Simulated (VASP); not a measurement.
Here is a VASP 6.6.1 calculation.

File INCAR:

```
SYSTEM = Sr16Ti16HO48
PREC = Accurate ; ENCUT = 520
EDIFF = 1E-6 ; ISMEAR = -1
SIGMA = 0.01 ; LREAL = Auto
LASPH = .TRUE. ; NELM = 120
ALGO = Normal ; ISIF = 2
LWAVE = .FALSE. ; LCHARG = .FALSE.
GGA = PE ; NBANDS = 366
NELECT = 640.0 ; GGA_COMPAT = .FALSE.
```

The input KPOINTS:

```
Automatic mesh
0
G
  1 1 1
  0 0 0
```

POSCAR

```
Sr16Ti16HO48
1.0
    0.0000000000      7.8730892700      7.8730892700
    7.8730892700      0.0000000000      7.8730892700
    7.8730892700      7.8730892700      0.0000000000
Sr Ti O H
16 16 48 1
Direct
   -0.0008945514     -0.0012544452      0.0096611711
    0.2448223258      0.2417378008      0.2614776179
    0.0004226114     -0.0048394143      0.5126722962
    0.2495880827      0.2444237682      0.7588671471
   -0.0030476828      0.4961470890      0.0104940104
    0.2417114321      0.7529336264      0.2611671079
   -0.0128672656      0.5020304398      0.5127126297
    0.2484443966      0.7466335827      0.7636668859
    0.4951348965     -0.0029048031      0.0150392161
    0.7665699147      0.2518787269      0.2440564857
    0.4906906090     -0.0149616672      0.5158465245
    0.7464100247      0.2474507153      0.7654611484
    0.4988209982      0.4974519962      0.0098687243
    0.7442416590      0.7462089841      0.2623468643
    0.4992721438      0.4981476493      0.5106290258
    0.7461643915      0.7412853096      0.7643511474
    0.1238102923      0.1200750413      0.1377416682
    0.3527096286      0.3845098973      0.3767172561
    0.1197563447      0.1209882066      0.6401591316
    0.3704942924      0.3709840829      0.8917690506
    0.1133902152      0.6264820024      0.1367103516
    0.3699209443      0.8680914249      0.3902887949
    0.1213892972      0.6202720342      0.6414285456
    0.3718585993      0.8697230799      0.8911215429
    0.6221547212      0.1203835809      0.1441212567
    0.8706977468      0.3686797884      0.3914704252
    0.6270846054      0.1133669219      0.6469838819
    0.8725145332      0.3710208595      0.8875752513
    0.6180479475      0.6203333483      0.1413955171
    0.8644677127      0.8766573275      0.3907266279
    0.6197074588      0.6187048106      0.6410807083
    0.8691825589      0.8705552188      0.8914988518
    0.0023251514      0.2666975161     -0.0064113418
    0.2550970336     -0.0099862486      0.2419586805
   -0.0067731576      0.0135542762      0.2409080304
    0.2665734357      0.2390298570     -0.0067946437
    0.0154037649      0.2514447236      0.2431523282
    0.2406454121      0.0041632041     -0.0085729695
    0.0057764466      0.2682192845      0.4905585023
    0.2521356934     -0.0120280035      0.7442270690
   -0.0126985757      0.0190506844      0.7428691049
    0.2719367016      0.2351403543      0.4904988873
    0.0188555909      0.2540128925      0.7414025472
    0.2388467665     -0.0010770828      0.4950246052
    0.0022278733      0.7721700282     -0.0020060236
    0.2611962281      0.4765267410      0.2352029281
   -0.0107295116      0.5170036833      0.2402737312
    0.2681713267      0.7373480936     -0.0017250485
    0.0222017921      0.7401509923      0.2539749881
    0.2349858307      0.5078185366     -0.0143218602
   -0.0110616666      0.7763735697      0.5014081761
    0.2603104593      0.4816470443      0.7345189122
   -0.0122220447      0.5179643359      0.7441110219
    0.2656437528      0.7374964509      0.4885751239
    0.0273894908      0.7451277029      0.7487206098
    0.2296071050      0.5063656990      0.4865909747
    0.4961471695      0.2702483181      0.0028072578
    0.7645318887     -0.0197377256      0.2324611914
    0.4905668615      0.0157989554      0.2488776619
    0.7685866332      0.2382492455     -0.0085641970
    0.5321119121      0.2428273573      0.2550794079
    0.7342940617      0.0048144773     -0.0118414612
    0.4963694377      0.2757233160      0.4996555251
    0.7630863101     -0.0247718994      0.7388061780
    0.4932816821      0.0138737929      0.7400837390
    0.7691058897      0.2355710191      0.4969001482
    0.5248786595      0.2409514296      0.7515295588
    0.7248170249      0.0219381567      0.4777821936
    0.5057777441      0.7692196456     -0.0083239694
    0.7503298278      0.4875754401      0.2455937969
    0.4832409318      0.5218103742      0.2425012702
    0.7722099029      0.7350575017     -0.0055451666
    0.5185481180      0.7538837267      0.2425160030
    0.7381429188      0.5007537637     -0.0052587781
    0.4994553466      0.7607864402      0.4971551108
    0.7534831093      0.4889684478      0.7425581498
    0.4914796884      0.5112219253      0.7436722164
    0.7591066446      0.7453230693      0.4947941024
    0.5137784831      0.7479540916      0.7474658203
    0.7410121226      0.5030440386      0.4925197203
    0.5540011429      0.2027490013      0.4496044285
```

Potentials or basis: VASP PAW PBE potentials, release 64 (Sr_sv, Ti_sv, O, H).

The run is started by

```bash
$ cat potpaw_PBE.64/Sr_sv/POTCAR potpaw_PBE.64/Ti_sv/POTCAR potpaw_PBE.64/O/POTCAR potpaw_PBE.64/H/POTCAR > POTCAR
$ mpirun -np 1 vasp_gam > vasp.out
```

Estimate the largest force.

0.110 eV/Å.

Forces on the atoms (eV/Å):
```
Sr  -0.014 -0.005  0.011
Sr  -0.005 -0.005  0.018
Sr  -0.006 -0.015  0.009
Sr  -0.011 -0.006  0.013
Sr  -0.010 -0.007  0.005
Sr  -0.015 -0.007  0.005
Sr  -0.017 -0.008  0.015
Sr  -0.012 -0.008  0.011
Sr  -0.011 -0.015  0.014
Sr   0.004 -0.014 -0.010
Sr  -0.004 -0.009  0.032
Sr  -0.013 -0.019  0.008
Sr  -0.004 -0.003  0.000
Sr  -0.008 -0.002  0.004
Sr  -0.015 -0.009  0.007
Sr  -0.006 -0.016  0.011
Ti  -0.034 -0.046  0.045
Ti  -0.040  0.047  0.055
Ti  -0.042 -0.044  0.046
Ti  -0.060 -0.029  0.038
Ti  -0.063  0.003  0.046
Ti  -0.032 -0.025  0.039
Ti  -0.061 -0.047  0.033
Ti  -0.043 -0.046  0.035
Ti  -0.038 -0.065  0.034
Ti  -0.042 -0.050  0.047
Ti  -0.048 -0.053  0.050
Ti  -0.035 -0.034  0.040
Ti  -0.039 -0.037  0.038
Ti  -0.048 -0.036  0.023
Ti  -0.047 -0.057  0.037
Ti  -0.064 -0.034  0.063
O   -0.004  0.047  0.000
O    0.007  0.049 -0.001
O    0.002  0.005 -0.045
O    0.004 -0.003 -0.047
O    0.040  0.004 -0.005
O    0.045  0.005  0.001
O    0.001  0.054 -0.004
O    0.007  0.045  0.001
O    0.002  0.005 -0.053
O    0.001  0.008 -0.061
O    0.049  0.000 -0.003
O    0.053  0.003  0.002
O   -0.001  0.020 -0.006
O    0.005 -0.024  0.001
O    0.000  0.004 -0.052
O    0.006 -0.001 -0.040
O    0.064 -0.004 -0.002
O    0.062  0.007 -0.003
O   -0.003  0.053 -0.004
O    0.004  0.057  0.002
O   -0.002  0.001 -0.052
O    0.007  0.005 -0.043
O    0.057 -0.005 -0.005
O    0.059  0.009  0.002
O    0.003  0.051 -0.007
O    0.001  0.042  0.004
O   -0.004  0.000 -0.041
O    0.005  0.003 -0.049
O    0.046  0.004 -0.006
O    0.068  0.007  0.004
O    0.092 -0.012  0.005
O    0.006  0.063  0.001
O    0.000 -0.003 -0.057
O    0.001 -0.002 -0.043
O    0.068 -0.002 -0.001
O    0.049 -0.012  0.000
O    0.002  0.047 -0.004
O    0.001  0.042  0.008
O    0.003  0.003 -0.049
O    0.004 -0.003 -0.057
O    0.047 -0.003 -0.004
O    0.039  0.002  0.005
O   -0.008  0.043 -0.009
O    0.004  0.052 -0.003
O    0.004  0.001 -0.043
O    0.002  0.003 -0.043
O    0.047  0.007 -0.005
O    0.046  0.006  0.001
H   -0.108  0.016 -0.014
```

Caveat: the k points lie up to 0.69 Å⁻¹ apart; the cell carries a net charge on a neutralising background, which shifts energy and pressure.
